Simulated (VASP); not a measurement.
The system is Au.

```
Au
1.0
     2.88375    0.00000    0.00000
    -1.44187    2.49740    0.00000
     0.00000    0.00000    9.41832
Au
4
Direct
  0.00000 0.00000 0.00000
  0.00000 0.00000 0.50000
  0.33333 0.66667 0.25000
  0.66667 0.33333 0.75000
```

| Quantity | Value |
| --- | --- |
| Program | VASP 6.6.1 |
| Task | relaxation of cell and atoms |
| Functional | RPBE |
| Potentials or basis | VASP PAW PBE potentials, release 64 (Au) |
| Cutoff | 600 eV |
| k mesh | 13 × 13 × 4 |
| Occupations | fermi-dirac, width 0.1 eV |
| Spin | no spin polarisation |

At the start: pressure 13.5 GPa; volume 16.96 Å³/atom.

How do energy, volume and symmetry change on relaxing?

Over 10 steps the energy falls by 59.8 meV/atom and the volume is 18.49 Å³/atom (+9.1 %); space group P6_3/mmc (No. 194, to 0.05 Å).

Step by step:
| step | energy change (eV) | largest force (eV/Å) | pressure (GPa) | volume (Å³) |
| --- | --- | --- | --- | --- |
| 1 | 0.0000 | 0.0000 | 13.46 | 67.83 |
| 2 | 0.0672 | 0.0000 | -9.56 | 82.79 |
| 3 | -0.2346 | 0.0000 | -0.29 | 74.12 |
| 4 | -0.2347 | 0.0000 | -0.08 | 73.99 |
| 5 | -0.2346 | 0.0000 | 0.13 | 73.87 |
| 6 | -0.2372 | 0.0000 | 0.17 | 73.85 |
| 7 | -0.2391 | 0.0000 | 0.27 | 73.82 |
| 8 | -0.2391 | 0.0000 | 0.26 | 73.82 |
| 9 | -0.2390 | 0.0000 | -0.39 | 74.20 |
| 10 | -0.2393 | 0.0000 | 0.01 | 73.98 |

Final structure:
```
Au
1.0
     2.94417    0.00000    0.00000
    -1.47209    2.54973    0.00000
     0.00000    0.00000    9.85468
Au
4
Direct
  0.00000 0.00000 0.00000
  0.00000 0.00000 0.50000
  0.33333 0.66667 0.25000
  0.66667 0.33333 0.75000
```

Caveat: the PAW data sets were made with another functional, which shifts forces and pressure a little.
